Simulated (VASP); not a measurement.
I, 1 atom in the cell. The typed cell holds 1 atom: a = 3.496 Å, b = 3.496 Å, c = 2.981 Å, α = 64.76°, β = 64.76°, γ = 50.48°. 

| Property | Result |
| --- | --- |
| Program | VASP 6.6.1 |
| Task | single point |
| Functional | PBEsol |
| Potentials or basis | VASP PAW PBE potentials, release 64 (I) |
| Cutoff | 520 eV |
| k mesh | 9 × 9 × 9 |
| Occupations | fermi-dirac, width 0.05 eV |
| Spin | no spin polarisation |
| Dipole correction | no |
| Further INCAR settings | ALGO = Normal; EDIFF = 1e-07; NBANDS = 10 |

Potentials or basis: VASP PAW PBE potentials, release 64 (I).

Command:

```console
$ cat potpaw_PBE.64/I/POTCAR > POTCAR
$ mpirun -np 1 vasp_std > vasp.out
```

Hardware: 1 thread of Intel(R) Xeon(R) Platinum 8259CL CPU @ 2.50GHz (Skylake/Cascade Lake), with other jobs on the host.

Estimate the wall time of this run.

Wall time 20 s on 1 thread of Intel(R) Xeon(R) Platinum 8259CL CPU @ 2.50GHz (Skylake/Cascade Lake) (shared host), peak memory 0.17 GiB. Counts: scf iterations 10, k points 125.
